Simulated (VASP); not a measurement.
# Si5C (P-62m) in VASP: a series of runs

The runs below take Si5C through single point, relaxation of cell and atoms, with PBE.

Everything below comes from runs of VASP 6.6.1. Logs are shortened: lines on timing, memory, paths and dates and some standing lists are left out, and cuts for length are marked.

**1. The cell of the first run**

The structure is hexagonal, space group P-62m (No. 189). The conventional cell has a = 4.529 Å, b = 4.529 Å, c = 4.330 Å, α = 90.00°, β = 90.00°, γ = 120.00°. Within 3.4 Å of Si (site symmetry -6) lie 9 Si at 2.61 to 2.65 Å and 3 C at 2.61 Å. Si (site symmetry m2m) has 10 Si at 2.54 to 2.65 Å and 2 C at 2.61 Å within 3.3 Å. Within 3.4 Å of C (site symmetry -62m) lie 12 Si at 2.61 Å.

**2. Single point, PBE**

INCAR reads:

```
SYSTEM = Si5C
PREC = Accurate ; ENCUT = 520
EDIFF = 1E-7 ; ISMEAR = 0
SIGMA = 0.1 ; LREAL = .False.
LASPH = .True. ; NELM = 100
ALGO = Normal ; ISIF = 2
LWAVE = .False. ; LCHARG = .True.
GGA = PE ; LELF = .True.
LVHAR = .True. ; NBANDS = 21
```

KPOINTS reads:

```
regular mesh
0
Gamma
  6 6 4
  0 0 0
```

POSCAR reads:

```
Si5C
1.0
    4.5290423360     -0.0000000027      0.0000000000
   -2.2645211656      3.9222657191      0.0000000000
    0.0000000000      0.0000000000      4.3304995600
Si C
5 1
Direct
    0.3333333333      0.6666666667      0.0000000000
    0.6666666667      0.3333333333      0.0000000000
    0.6765835668      0.6765835668      0.5000000000
    0.3234164332      0.0000000000      0.5000000000
    0.0000000000      0.3234164332      0.5000000000
    0.0000000000      0.0000000000      0.0000000000
```

Potentials or basis: VASP PAW PBE potentials, release 64 (Si, C).

The run is started by

```
$ cat potpaw_PBE.64/Si/POTCAR potpaw_PBE.64/C/POTCAR > POTCAR
$ mpirun -np 1 vasp_std > vasp.out
```

OUTCAR:

```text
SYSTEM = Si5C
   PREC = Accurate
   ENCUT = 520
   EDIFF = 1E-7
   ISMEAR = 0
   LREAL = .False.
   LASPH = .True.
   NELM = 100
   ISIF = 2
   GGA = PE

 ion  position               nearest neighbor table
   1  0.333  0.667  0.000-   2 2.61   2 2.61   2 2.61   4 2.65   4 2.65   5 2.65   5 2.65   3 2.65
                             3 2.65
   2  0.667  0.333  0.000-   1 2.61   1 2.61   1 2.61   5 2.65   5 2.65   4 2.65   4 2.65   3 2.65
                             3 2.65
   3  0.677  0.677  0.500-   5 2.54   4 2.54   2 2.65   2 2.65   1 2.65   1 2.65   4 2.65   5 2.65
                             4 2.65   5 2.65
   4  0.323  0.000  0.500-   5 2.54   3 2.54   1 2.65   1 2.65   2 2.65   2 2.65   5 2.65   3 2.65
                             3 2.65   5 2.65
   5  0.000  0.323  0.500-   3 2.54   4 2.54   2 2.65   2 2.65   1 2.65   1 2.65   4 2.65   3 2.65
                             3 2.65   4 2.65
   6  0.000  0.000  0.000-

  LATTYP: Found a hexagonal cell.
 ALAT       =     4.5290423360
 C/A-ratio  =     0.9561623051

  Lattice vectors:

 A1 = (   4.5290423360,  -0.0000000027,   0.0000000000)
 A2 = (  -2.2645211656,   3.9222657191,   0.0000000000)
 A3 = (   0.0000000000,   0.0000000000,   4.3304995600)

Analysis of symmetry for initial positions (statically):
=====================================================================
 Subroutine PRICEL returns:
 Original cell was already a primitive cell.

 Routine SETGRP: Setting up the symmetry group for a
 hexagonal supercell.

 Subroutine GETGRP returns: Found 12 space group operations
 (whereof 12 operations were pure point group operations)
 out of a pool of 24 trial point group operations.

The static configuration has the point symmetry D_3h.

Analysis of symmetry for dynamics (positions and initial velocities):
=====================================================================
 Subroutine PRICEL returns:
 Original cell was already a primitive cell.

 Routine SETGRP: Setting up the symmetry group for a
 hexagonal supercell.

 Subroutine GETGRP returns: Found 12 space group operations
 (whereof 12 operations were pure point group operations)
 out of a pool of 24 trial point group operations.

The dynamic configuration has the point symmetry D_3h.

 Subroutine INISYM returns: Found 12 space group operations
 (whereof 12 operations are pure point group operations),
 and found     1 'primitive' translations

[... 100 lines left out ...]
   EDIFFG = 0.1E-05   stopping-criterion for IOM
   NSW    =      0    number of steps for IOM
   IBRION =     -1    ionic relax: 0-MD 1-quasi-New 2-CG
   NFREE  =      0    steps in history (QN), initial steepest desc. (CG)
   ISIF   =      2    stress and relaxation
   ISYM   =      2    0-nonsym 1-usesym 2-fastsym
   POTIM  = 0.5000    time-step for ionic-motion
   TEBEG  =    0.0;   TEEND  =   0.0 temperature during run
   PSTRESS=    0.0 pullay stress
   NELECT =      24.0000    total number of electrons
   NUPDOWN=      -1.0000    fix difference up-down
   EMIN   =  10.00;   EMAX   =-10.00  energy-range for DOS
   EFERMI =   0.00;   METHOD = LEGACY
   ISMEAR =     0;   SIGMA  =   0.10  broadening in eV -4-tet -1-fermi 0-gaus
   EFERMI_NEDOS =   21; number of points for ismear=-14 and -15
   IALGO  =     38    algorithm
   IMIX   =      4    mixing-type and parameters
     AMIX     =   0.40;   BMIX     =  1.00
     AMIX_MAG =   1.60;   BMIX_MAG =  1.00
  volume/ion in A,a.u.               =      12.82        86.52
  Fermi-wavevector in a.u.,A,eV,Ry     =   1.110328  2.098216 16.773659  1.232829
  Thomas-Fermi vector in A             =   2.246879
   LORBIT       =      0    0 simple, 1 ext, 2 COOP (PROOUT), +10 PAW based schemes
   GGA     = PE    functional components
   LHFCALC =     F    Hartree Fock is set to
   AEXX    =    0.0000 exact exchange contribution
   IVDW    =     0    specifies the selected vdW correction
   LEPSILON=     F    determine dielectric tensor
   LRPA    =     F    only Hartree local field effects (RPA)
 non-spin polarized calculation
 Gauss-broadening in eV      SIGMA  =   0.10
  energy-cutoff  :      520.00
  volume of cell :       76.93
 maximum number of plane-waves:      2099
 NGX is ok and might be reduce to    36
   NGX = 17   NGY = 17   NGZ = 17

 number of electron      24.0000000 magnetization

 Free energy of the ion-electron system (eV)
  ---------------------------------------------------
  ext. energy  EPLUGINS =         0.00000000
  ---------------------------------------------------
  free energy    TOTEN  =       -29.83686506 eV

  energy without entropy =      -29.82902168  energy(sigma->0) =      -29.83294337

 E-fermi :  10.2707     XC(G=0): -11.4642

 val. band max:       10.2304118318   @ k =   0.0000   0.0000   0.0000
 cond. band min:      10.3267057317   @ k =   0.5000   0.0000   0.2500
 fundamental gap:      0.0962938999
 Fermi energy:        10.2706504544

 k-point     1 :       0.0000    0.0000    0.0000
  band No.  band energies     occupation
      1      -4.9116      2.00000
      2       1.4080      2.00000
      3       3.0227      2.00000
      4       3.2148      2.00000
      5       4.0434      2.00000
      6       4.2916      2.00000
[... 493 lines left out ...]
     20      15.0427      0.00000
     21      16.6624      0.00000

------------------------ aborting loop because EDIFF is reached ----------------------------------------

  FORCE on cell =-STRESS in cart. coord.  units (eV):
  Direction    XX          YY          ZZ          XY          YZ          ZX
  --------------------------------------------------------------------------------------
  -------------------------------------------------------------------------------------
  Total       -0.0943182     -0.0943182      0.1145594     -0.0000000      0.0000000      0.0000000
  in kB       -1.9643772     -1.9643772      2.3859424     -0.0000000      0.0000000      0.0000000
  external PRESSURE =      -0.5142706 kB  Pullay stress =       0.0000000 kB

 VOLUME and BASIS-vectors are now :
 -----------------------------------------------------------------------------
  energy-cutoff  :      520.00
  volume of cell :       76.93
      direct lattice vectors                 reciprocal lattice vectors
     4.529042336 -0.000000003  0.000000000     0.220797230  0.127477340  0.000000000
    -2.264521166  3.922265719  0.000000000     0.000000000  0.254954680  0.000000000
     0.000000000  0.000000000  4.330499560     0.000000000  0.000000000  0.230920241

 POSITION                                       TOTAL-FORCE (eV/Angst)
 -----------------------------------------------------------------------------------
      0.00000      2.61484      0.00000        -0.000000      0.000000      0.000000
      2.26452      1.30742      0.00000        -0.000000     -0.000000      0.000000
      1.53214      2.65374      2.16525         0.009799      0.016972      0.000000
      1.46477     -0.00000      2.16525        -0.019598      0.000000      0.000000
     -0.73238      1.26853      2.16525         0.009799     -0.016972     -0.000000
      0.00000      0.00000      0.00000        -0.000000      0.000000      0.000000
 -----------------------------------------------------------------------------------
    total drift:                               -0.000000     -0.000000     -0.000000

  FREE ENERGIE OF THE ION-ELECTRON SYSTEM (eV)
  ---------------------------------------------------
  free  energy   TOTEN  =       -29.8368650577 eV

  energy  without entropy=      -29.8290216813  energy(sigma->0) =      -29.83294337
```

OSZICAR:

```text
N       E                     dE             d eps       ncg     rms          rms(c)
DAV:   1     0.361757452284E+02    0.36176E+02   -0.99846E+03   882   0.996E+02
DAV:   2    -0.271699575910E+02   -0.63346E+02   -0.60585E+02  1108   0.140E+02
DAV:   3    -0.300699893936E+02   -0.29000E+01   -0.28153E+01  1159   0.250E+01
DAV:   4    -0.301014503035E+02   -0.31461E-01   -0.31356E-01  1031   0.290E+00
DAV:   5    -0.301017705105E+02   -0.32021E-03   -0.32014E-03  1131   0.271E-01    0.699E+00
DAV:   6    -0.299231798240E+02    0.17859E+00   -0.15710E+00  1207   0.487E+00    0.422E+00
DAV:   7    -0.298550991848E+02    0.68081E-01   -0.35970E-01  1123   0.263E+00    0.243E+00
DAV:   8    -0.298382225910E+02    0.16877E-01   -0.56740E-02  1012   0.121E+00    0.326E-01
DAV:   9    -0.298368934670E+02    0.13291E-02   -0.61138E-03  1198   0.347E-01    0.183E-01
DAV:  10    -0.298368724003E+02    0.21067E-04   -0.10701E-03  1037   0.173E-01    0.413E-02
DAV:  11    -0.298368656516E+02    0.67487E-05   -0.42482E-05  1082   0.359E-02    0.125E-02
DAV:  12    -0.298368658478E+02   -0.19628E-06   -0.48920E-06  1100   0.110E-02    0.436E-03
DAV:  13    -0.298368653066E+02    0.54120E-06   -0.56367E-07  1069   0.379E-03    0.217E-03
DAV:  14    -0.298368651419E+02    0.16473E-06   -0.16614E-07   760   0.199E-03    0.794E-04
DAV:  15    -0.298368650577E+02    0.84204E-07   -0.23486E-08   641   0.842E-04
   1 F= -.29836865E+02 E0= -.29832943E+02  d E =-.784338E-02
```

Wall time 34 s (1 thread of Intel Xeon Platinum 8488C (Sapphire Rapids), shared host); peak memory 0.19 GiB.

Results:

* Free energy: -29.8369 eV
* Pressure: -0.1 GPa
* Largest force: 0.020 eV/Å
* Band gap on the k mesh: zero (bands 12 and 13 overlap by 4.83 eV)

Forces in eV/Å, atoms in the order of the input:
```
Si   0.000  0.000  0.000
Si   0.000  0.000  0.000
Si   0.010  0.017  0.000
Si  -0.020  0.000  0.000
Si   0.010 -0.017  0.000
C    0.000  0.000  0.000
```

Levels at points of the mesh, in eV from the Fermi level:
```
           k point  band 10  band 11  band 12  band 13  band 14  band 15
(0.00, 0.00, 0.00)    -1.19    -0.70    -0.04    -0.04     0.65     1.16
(0.50, 0.00, 0.00)    -1.68    -1.46    -0.12     0.16     0.39     0.53
(0.00, 0.00, 0.50)    -3.82    -3.60    -3.60    -3.43    -3.43     0.53
(0.50, 0.00, 0.50)     0.60     0.88     1.40     2.03     2.04     2.64
```

Caveat: the k points lie up to 0.36 Å⁻¹ apart, too coarse for converged energies and pressures of a metal.

**3. Single point, PBE**

This run uses another cell than the first one, of 14.80 Å³/atom.

INCAR reads:

```
SYSTEM = Si5C
PREC = Accurate
ENCUT = 520
EDIFF = 1E-7
ISMEAR = 0
SIGMA = 0.1
LREAL = .False.
LASPH = .True.
NELM = 100
ALGO = Normal
ISIF = 2
LWAVE = .False.
LCHARG = .True.
GGA = PE
LELF = .True.
LVHAR = .True.
NBANDS = 21
```

KPOINTS reads:

```
Automatic mesh
0
Gamma
  6 6 4
  0 0 0
```

POSCAR reads:

```
Si5C
1.0
    4.7881676300      0.0000000000      0.0000000000
   -2.3940838100      4.1466748000      0.0000000000
    0.0000000000      0.0000000000      4.4721425900
Si C
5 1
Direct
    0.3333333300      0.6666666700      0.0000000000
    0.6666666700      0.3333333300      0.0000000000
    0.6666666700      0.6666666700      0.5000000000
    0.3333333300      0.0000000000      0.5000000000
    0.0000000000      0.3333333300      0.5000000000
    0.0000000000      0.0000000000      0.0000000000
```

Potentials or basis: VASP PAW PBE potentials, release 64 (Si, C).

The run is started by

```
$ cat potpaw_PBE.64/Si/POTCAR potpaw_PBE.64/C/POTCAR > POTCAR
$ mpirun -np 1 vasp_std > vasp.out
```

Wall time 40 s (1 thread of Intel Xeon Platinum 8488C (Sapphire Rapids), shared host); peak memory 0.2 GiB.

The run converged. Its results:

| Quantity | Value |
| --- | --- |
| Free energy | -29.3100 eV |
| Pressure | -10.7 GPa |
| Largest force | 0.439 eV/Å |
| Band gap on the k mesh | zero (bands 12 and 13 overlap by 4.03 eV) |

Forces on the atoms (eV/Å):
```
Si   0.000  0.000  0.000
Si   0.000  0.000  0.000
Si   0.220  0.380  0.000
Si  -0.439  0.000  0.000
Si   0.220 -0.380  0.000
C    0.000  0.000  0.000
```

Stress tensor (GPa, compression positive):
```
-11.70   0.00   0.00
  0.00 -11.70   0.00
  0.00   0.00  -8.80
```

Levels at points of the mesh, in eV from the Fermi level:
```
           k point  band 9  band 10  band 11  band 12  band 13  band 14  band 15  band 16
(0.00, 0.00, 0.00)   -4.58    -0.90    -0.33     0.18     0.18     0.57     0.96     1.10
(0.50, 0.00, 0.00)   -2.07    -1.34    -1.28    -0.36    -0.04     0.48     0.72     1.07
(0.00, 0.00, 0.50)   -3.85    -3.85    -3.04    -3.04    -2.81    -2.81     0.99     2.04
(0.50, 0.00, 0.50)    0.19     0.36     0.85     1.22     1.83     1.97     2.12     2.88
```

Caveat: the cell stands under tension.

(Continued in part 2 of 2.)
